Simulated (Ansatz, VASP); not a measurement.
## Co: VASP beside Ansatz

```
Co
1.0
     2.42738    0.00000    0.00000
    -1.21369    2.10217    0.00000
     0.00000    0.00000    3.92305
Co
2
Direct
  0.33333 0.66667 0.25000
  0.66667 0.33333 0.75000
```

Alike in both runs: task single point; functional LDA; k mesh 15 × 15 × 8; collinear spin.

|  | VASP | Ansatz |
| --- | --- | --- |
| version | VASP 6.6.1 | Ansatz 0.2.0 |
| potentials or method | VASP PAW LDA potentials, release 64 (Co), cutoff 520 eV | plane waves (420 eV) with PAW, scalar-relativistic |
| occupations | methfessel-paxton of order 1, width 0.3 eV | cold, width 0.3 eV |
| valence electrons in the cell | 18 | 34 |

|  | VASP | Ansatz | Ansatz less VASP |
| --- | --- | --- | --- |
| pressure (GPa) | -0.8 | 1.0 | +1.85 |
| traceless stress, the component that is largest in VASP (GPa) | -0.56 | 0.24 | +0.802 |
| net moment per atom (μB) | 1.52 | 1.59 | +0.078 |
| size of the moment on the site where the two differ most (μB) | 1.51 | 1.64 | +0.131 |

Ansatz warns that its potentials were made for another functional, while VASP's fit it. LDA's correlation is that of Perdew and Zunger in VASP and of Perdew and Wang (1992) in Ansatz. Site moments also hang on the region over which each program counts them. VASP's potentials hold 18 valence electrons a cell and Ansatz's 34, so a difference there can come from the potentials and not from the codes. Ansatz's warnings: stability check not made.
